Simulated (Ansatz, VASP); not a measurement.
Two plane-wave programs on WS2

```
CELL_PARAMETERS angstrom
3.42673 0.00000 0.00000
-1.71337 2.96764 0.00000
0.00000 0.00000 14.60770
ATOMIC_POSITIONS crystal
W 0.33333 0.66667 0.00000
S 0.66667 0.33333 0.90802
S 0.66667 0.33333 0.09198
```

Alike in both runs: task single point; functional r2SCAN; k mesh 12 × 12 × 2; occupations gaussian, width 0.05 eV; no spin polarisation.

|  | VASP | Ansatz |
| --- | --- | --- |
| version | VASP 6.6.1 | Ansatz 0.2.0 |
| potentials or method | VASP PAW PBE potentials, release 64 (W_sv, S), cutoff 520 eV | scalar-relativistic, plane waves, PAW |
| valence electrons in the cell | 26 | 26 |

|  | VASP | Ansatz | Ansatz less VASP |
| --- | --- | --- | --- |
| gap on the k mesh at the Fermi level (eV) | none | none | - |
| rms of the force components (eV/Å) | 1.420 | 1.418 | -0.0022 |

VASP's potentials were made for PBE, not for r2SCAN. Atom by atom the forces differ by 0.002 eV/Å (rms over components). A gap of «none» marks a metal or a gap that the smearing closes. With one functional, cell and mesh, what is left measures potentials, basis and numerics.

Spin-orbit coupling is off throughout.
